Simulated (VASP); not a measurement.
SiC: relaxation of the atoms with r2SCAN

Crystal: SiC.

```
CELL_PARAMETERS angstrom
3.03395 0.00000 0.00000
-1.51697 2.62747 0.00000
0.00000 0.00000 4.98039
ATOMIC_POSITIONS crystal
Si 0.33333 0.66667 0.00460
Si 0.66667 0.33333 0.50460
C 0.33333 0.66667 0.38040
C 0.66667 0.33333 0.88040
```

```
Program                : VASP 6.6.1
Task                   : relaxation of the atoms
Functional             : r2SCAN
Potentials or basis    : VASP PAW PBE potentials, release 64 (Si, C)
Cutoff                 : 520 eV
k mesh                 : 12 × 12 × 6
Occupations            : fermi-dirac, width 0.02 eV
Spin                   : no spin polarisation
Dipole correction      : no
Further INCAR settings : ALGO = Normal; EDIFF = 1e-06; IBRION = 2; EDIFFG = -0.01; NSW = 50
```

```
Pressure after relaxing      : 9.8 GPa
Largest force after relaxing : 0.006 eV/Å
Band gap on the k mesh       : 2.60 eV (least direct gap 4.58 eV)
```

Forces on the atoms (eV/Å):
```
Si   0.000  0.000  0.006
Si   0.000  0.000  0.006
C    0.000  0.000 -0.006
C    0.000  0.000 -0.006
```

Stress tensor (GPa, compression positive):
```
9.88 0.00 0.00
0.00 9.88 0.00
0.00 0.00 9.61
```

Final structure:
```yaml
crystal:
  lattice:
    - [3.03395, 0.00000, 0.00000]
    - [-1.51697, 2.62747, 0.00000]
    - [0.00000, 0.00000, 4.98039]
  atoms:
    - { symbol: Si, position: [0.33333, 0.66667, 0.00460] }
    - { symbol: Si, position: [0.66667, 0.33333, 0.50460] }
    - { symbol: C, position: [0.33333, 0.66667, 0.38040] }
    - { symbol: C, position: [0.66667, 0.33333, 0.88040] }
```

Levels at points of the mesh, in eV from the valence-band top:
```
           k point  band 4  band 5  band 6  band 7  band 8  band 9  band 10  band 11  band 12
(0.00, 0.00, 0.00)   -1.40   -1.40   -0.12    0.00    0.00    5.75     7.23     7.46     7.46
(0.50, 0.00, 0.00)   -6.65   -5.77   -3.56   -3.47   -1.27    3.31     4.71     7.80     7.82
(0.00, 0.00, 0.50)   -4.71   -0.76   -0.76   -0.76   -0.76    6.88     6.88     8.13     8.13
(0.50, 0.00, 0.50)   -8.73   -2.62   -2.62   -2.48   -2.48    3.82     3.82     5.99     5.99
```

Wall time 66 s on 1 thread of Intel(R) Xeon(R) Platinum 8488C (Sapphire Rapids) (shared host), peak memory 0.17 GiB.

Caveat: the relaxation stopped at its first step, so nothing moved; the PAW data sets were made with another functional, which shifts forces and pressure a little. r2SCAN opens gaps a little over a GGA but as a rule still falls short of measured ones.
